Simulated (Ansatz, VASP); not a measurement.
**Two plane-wave programs on Ti5C**

```xyz
6
Lattice="0.0000 3.5087 3.5087 3.5087 0.0000 3.5087 3.5087 3.5087 0.0000" Properties=species:S:1:pos:R:3 pbc="T T T"
Ti    6.1473    4.3787    4.3787
Ti    6.1473    6.1473    6.1473
Ti    1.7543    1.7543    1.7543
Ti    4.3787    4.3787    6.1473
Ti    4.3787    6.1473    4.3787
C     3.5087    3.5087    3.5087
```

Change from the starting cell: species swapped into the HfNi5 type (F-43m, No. 216).

Alike in both runs: task relaxation of cell and atoms; functional PBE; k mesh 4 × 4 × 4; occupations gaussian, width 0.1 eV; no spin polarisation.

|  | VASP | Ansatz |
| --- | --- | --- |
| version | VASP 6.6.1 | Ansatz 0.2.0 |
| potentials or method | VASP PAW PBE potentials, release 64 (Ti_sv, C), cutoff 600 eV | scalar-relativistic, plane waves, PAW |
| valence electrons in the cell | 64 | 64 |

|  | VASP | Ansatz | Ansatz less VASP |
| --- | --- | --- | --- |
| gap on the k mesh at the Fermi level, each at its own relaxed structure (eV) | none | none | - |
| relaxed volume (Å³/atom) | 15.86 | 15.84 | -0.023 |
| relaxed cell length with the largest relative difference (Å) | 5.125 | 5.123 | -0.0024 |

A gap of «none» marks a metal or a gap that the smearing closes.

The k mesh is coarse, so the values compare programs but aren't converged.
